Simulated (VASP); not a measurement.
Here is a VASP 6.6.1 calculation.

The input INCAR:

```
SYSTEM = Cu
PREC = Accurate
ENCUT = 520
EDIFF = 1E-6
ISMEAR = 0
SIGMA = 0.15
LREAL = .FALSE.
LASPH = .TRUE.
NELM = 80
ALGO = Fast
ISIF = 2
LWAVE = .FALSE.
LCHARG = .TRUE.
GGA = PS
LELF = .TRUE.
LVHAR = .TRUE.
NBANDS = 12
```

Contents of KPOINTS:

```
regular mesh
0
G
  30 30 30
  0 0 0
```

File POSCAR:

```
Cu
1.0
   -1.3294843841      1.3294843841      1.4688077899
    1.3294843841     -1.3294843841      1.4688077899
    1.3294843841      1.3294843841     -1.4688077899
Cu
1
Direct
    0.0000000000      0.0000000000      0.0000000000
```

Potentials or basis: VASP PAW PBE potentials, release 64 (Cu).

Run with:

```bash
$ cat potpaw_PBE.64/Cu/POTCAR > POTCAR
$ mpirun -np 1 vasp_std > vasp.out
```

**Question.** Predict the band gap on the k mesh.

**Answer.** Zero (an odd number of electrons rules out a gap without spin polarisation).

**Question.** What does it give for the pressure?

**Answer.** 19.7 GPa.

Stress tensor (GPa, compression positive):
```
18.93  0.00  0.00
 0.00 18.93  0.00
 0.00  0.00 21.23
```

Caveat: the cell differs from its parent crystal (strain -0.080 along x and y, +0.080 along z); the cell stands under pressure; the PAW data sets were made with another functional, which shifts forces and pressure a little.
